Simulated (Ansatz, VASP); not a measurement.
**One calculation of Si4P, two programs**

File INCAR:

```
ALGO = Normal
EDIFF = 1E-6
EDIFFG = -0.04
ENCUT = 600
GGA = PE
IBRION = 2
ISIF = 3
ISMEAR = 0
LASPH = True
LCHARG = False
LREAL = False
LWAVE = False
NELM = 100
NSW = 90
PREC = Accurate
SIGMA = 0.1
```

The input KPOINTS:

```
k-points
0
Gamma
  6 6 4
```

POSCAR

```
Si4P
1.0
    3.8586141600      0.0000000000      0.0000000000
   -1.9293070800      3.3416578900      0.0000000000
    0.0000000000      0.0000000000      6.3857741600
Si P
4 1
Direct
    0.3333333300      0.6666666700      0.7187792000
    0.3333333300      0.6666666700      0.2812208000
    0.3333333300      0.6666666700      0.5000000000
    0.3333333300      0.6666666700      0.0000000000
    0.6666666700      0.3333333300      0.5000000000
```

Input for Ansatz:

```yaml
crystal:
  lattice:
    - [3.85861416, 0.0, 0.0]
    - [-1.92930708, 3.34165789, 0.0]
    - [0.0, 0.0, 6.38577416]
  atoms:
    - { symbol: Si, position: [0.33333333, 0.66666667, 0.7187792] }
    - { symbol: Si, position: [0.33333333, 0.66666667, 0.2812208] }
    - { symbol: Si, position: [0.33333333, 0.66666667, 0.5] }
    - { symbol: Si, position: [0.33333333, 0.66666667, 0.0] }
    - { symbol: P, position: [0.66666667, 0.33333333, 0.5] }
basis:
  ecutwfc: 420
kpoints:
  mp_grid: { grid: [6, 6, 4] }
hamiltonian:
  xc: pbe
scf:
  occupations: { method: gaussian, width: 0.1 }
  lower_state_search: "off"
output:
  forces: true
  stress: true
  eigenvalues: true
relax:
  adjacent_minimum: "off"
  f_tol: 0.04
  max_steps: 70
  cell: { stress_tol: 0.4 }
```

Alike in both runs: task relaxation of cell and atoms; functional PBE; k mesh 6 × 6 × 4; occupations gaussian, width 0.1 eV; no spin polarisation.

```csv
,VASP,Ansatz
version,VASP 6.6.1,Ansatz 0.2.0
potentials or method,"VASP PAW PBE potentials, release 64 (Si, P), cutoff 600 eV","scalar-relativistic, plane waves, PAW"
valence electrons in the cell,21,21
```

Ansatz gave:

```
gap on the k mesh at the Fermi level, each at its own relaxed structure (eV) : none
relaxed volume (Å³/atom)                                                     : 23.15
relaxed length of the cell vector where the two differ most in proportion (Å)              : 9.863
```

Which values does VASP return?

gap on the k mesh at the Fermi level, each at its own relaxed structure (eV): none; relaxed volume (Å³/atom): 23.30; relaxed length of the cell vector where the two differ most in proportion (Å): 10.125.

A gap of «none» marks a metal or a gap that the smearing closes.

Noted on VASP's run: the volume moved by over 15 % at a fixed basis, so the end points are rough.
